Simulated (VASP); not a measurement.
Write the native input for VASP 6.6.1 that does the following.

```
Task                   : single point
Functional             : r2SCAN
Potentials or basis    : VASP PAW PBE potentials, release 64 (Al, N)
Cutoff                 : 520 eV
k mesh                 : 10 × 10 × 10
Occupations            : gaussian, width 0.02 eV
Spin                   : no spin polarisation
Dipole correction      : no
Further INCAR settings : ALGO = Normal; EDIFF = 1e-06; NBANDS = 11
```

The system is AlN.

```xyz
2
Lattice="0.0000 2.0189 2.0189 2.0189 0.0000 2.0189 2.0189 2.0189 0.0000" Properties=species:S:1:pos:R:3 pbc="T T T"
Al    2.0189    2.0189    2.0189
N     0.0000    0.0000    0.0000
```

One way to write it, as run:

POSCAR

```
AlN
1.0
    0.0000000000      2.0188695352      2.0188695352
    2.0188695352      0.0000000000      2.0188695352
    2.0188695352      2.0188695352      0.0000000000
Al N
1 1
Direct
    0.5000000000      0.5000000000      0.5000000000
    0.0000000000      0.0000000000      0.0000000000
```

INCAR.step1

```
  PREC = Accurate
  ENCUT = 520
  ISMEAR = 0
  SIGMA = 0.02
  LREAL = False
  LASPH = True
  NELM = 80
  NBANDS = 11
  GGA = PE
  ALGO = Normal
  EDIFF = 1E-4
  LWAVE = True
  LCHARG = False
```

INCAR.step2

```
  PREC = Accurate
  ENCUT = 520
  EDIFF = 1E-6
  ISMEAR = 0
  SIGMA = 0.02
  LREAL = False
  LASPH = True
  NELM = 80
  ALGO = Normal
  ISIF = 2
  LWAVE = False
  LCHARG = False
  METAGGA = R2SCAN
  LMIXTAU = True
  NBANDS = 11
  ISTART = 1
```

KPOINTS

```
regular mesh
0
Gamma
  10 10 10
```

Potentials or basis: VASP PAW PBE potentials, release 64 (Al, N).

The run is started by

```bash
$ cat potpaw_PBE.64/Al/POTCAR potpaw_PBE.64/N/POTCAR > POTCAR
$ cp INCAR.step1 INCAR
$ mpirun -np 1 vasp_std > vasp.out
$ cp INCAR.step2 INCAR
$ mpirun -np 1 vasp_std > vasp.out
```

Results of the run:

| Item | Value |
| --- | --- |
| Pressure | -0.8 GPa |
| Band gap on the k mesh | 5.53 eV, indirect (least direct gap 6.58 eV) |

Caveat: the PAW data sets were made with another functional, which shifts forces and pressure a little.

Wall time 31 s on 1 thread of Intel(R) Xeon(R) Platinum 8488C (Sapphire Rapids), with other jobs on the host, peak memory 0.14 GiB.
